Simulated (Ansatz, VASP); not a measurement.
# Mn in VASP and in Ansatz

```
CELL_PARAMETERS angstrom
0.00000 2.63424 2.63424
2.63424 0.00000 2.63424
2.63424 2.63424 0.00000
ATOMIC_POSITIONS crystal
Mn 0.12500 0.12500 0.12500
Mn 0.87500 0.87500 0.87500
```

Alike in both runs: task single point; functional PBE; k mesh 12 × 12 × 12; occupations fermi-dirac, width 0.05 eV; collinear spin.

|  | VASP | Ansatz |
| --- | --- | --- |
| version | VASP 6.6.1 | Ansatz 0.2.0 |
| potentials or method | VASP PAW PBE potentials, release 64 (Mn_pv), cutoff 520 eV | plane waves (420 eV) with PAW, scalar-relativistic |
| valence electrons in the cell | 26 | 30 |

Ansatz gave:

```
pressure (GPa)                                                : -3.3
net moment per atom (μB)                                      : 0.00
size of the moment on the site where the two differ most (μB) : 2.44
```

Problem. Which values does VASP return?

Solution. Pressure (GPa): -3.0; net moment per atom (μB): 0.00; size of the moment on the site where the two differ most (μB): 2.62.

Site moments also hang on the region over which each program counts them. VASP's potentials hold 26 valence electrons a cell and Ansatz's 30, so a difference there can come from the potentials and not from the codes.
